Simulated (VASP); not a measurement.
Runs of VASP 6.6.1 on Pt. The structure is that of space group Fm-3m (No. 225), or close to it. The cells are those of the table. 

```tsv
task	cell	k mesh	cutoff (eV)	smearing	ions in elastic constants	gap on the mesh (eV)	pressure (GPa)
single point	a = 2.773 Å, angles 60.0°, 1 atom	20 × 20 × 20	520	fermi-dirac 0.15 eV	-	none	-0.4
relaxation of cell and atoms	relaxed to 241 GPa from a = 2.470 Å, angles 60.0°, 1 atom	10 × 10 × 10	500	gaussian 0.1 eV	-	none	241.0
single point	a = 2.771 Å, angles 60.0°, 1 atom	18 × 18 × 18	520	gaussian 0.1 eV	-	none	-0.4
relaxation of cell and atoms	relaxed from a = 2.771 Å, angles 60.0°, 1 atom	20 × 20 × 20	600	fermi-dirac 0.15 eV	-	none	0.0
single point	a = 2.470 Å, angles 60.0°, 1 atom	8 × 8 × 8	500	gaussian 0.1 eV	-	none	(a)
single point	a = 2.773 Å, angles 60.0°, 1 atom	8 × 8 × 8	520	gaussian 0.1 eV	-	none	-1.9
```

Alike in all rows: level PBEsol; potentials or basis VASP PAW PBE potentials, release 64 (Pt); no spin polarisation.

Question: Fill in the values left out.

Answer: (a) 243.4.

Caveats: some runs use coarse meshes; the PAW data sets were made with another functional, which shifts forces and pressure a little; spin-orbit coupling is left out, which moves the levels of the heavy elements; the cell is relaxed towards a set pressure, so the enthalpy falls and the energy may rise (some runs).

A k mesh can miss the band edges, and the runs leave out spin-orbit coupling on Pt.

A gap of «none» marks levels without a gap at the run's occupations.
